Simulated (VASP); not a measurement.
Set up this calculation in VASP 6.6.1, as the native input.

| Property | Result |
| --- | --- |
| Task | single point |
| Functional | RPBE |
| Potentials or basis | VASP PAW PBE potentials, release 64 (Zn, Re_sv_GW) |
| Cutoff | 500 eV |
| k mesh | 14 × 14 × 8 |
| Occupations | fermi-dirac, width 0.1 eV |
| Spin | no spin polarisation |
| Dipole correction | no |
| Further INCAR settings | ALGO = Normal; EDIFF = 1e-06; NBANDS = 20 |

The structure of ZnRe lies in POSCAR:

```
ZnRe
1.0
    2.7482180000      0.0000000000      0.0000000000
   -1.3741090000      2.3800270000      0.0000000000
    0.0000000000      0.0000000000      4.4940660000
Zn Re
1 1
Direct
    0.0000000000      0.0000000000      0.0000000000
    0.3333333333      0.6666666667      0.5000000000
```

One way to write it, as run:

INCAR

```
SYSTEM = ZnRe
ALGO = Normal
EDIFF = 1E-6
ENCUT = 500
GGA = RP
GGA_COMPAT = .FALSE.
ISIF = 2
ISMEAR = -1
LASPH = .TRUE.
LCHARG = .FALSE.
LREAL = .FALSE.
LWAVE = .FALSE.
NBANDS = 20
NELM = 120
PREC = Accurate
SIGMA = 0.1
```

KPOINTS

```
k-points
0
G
  14 14 8
  0 0 0
```

Potentials or basis: VASP PAW PBE potentials, release 64 (Zn, Re_sv_GW).

The run is started by

```sh
$ cat potpaw_PBE.64/Zn/POTCAR potpaw_PBE.64/Re_sv_GW/POTCAR > POTCAR
$ mpirun -np 1 vasp_std > vasp.out
```

Results of the run:

```json
{"Pressure": "1.4 GPa", "Band gap on the k mesh": "zero (an odd number of electrons rules out a gap without spin polarisation)"}
```

Caveat: the PAW data sets were made with another functional, which shifts forces and pressure a little; spin-orbit coupling is left out, which moves the levels of the heavy elements.

Wall time 23 s on 1 thread of AMD EPYC 9R45 (Zen 5), with other jobs on the host, peak memory 0.17 GiB.
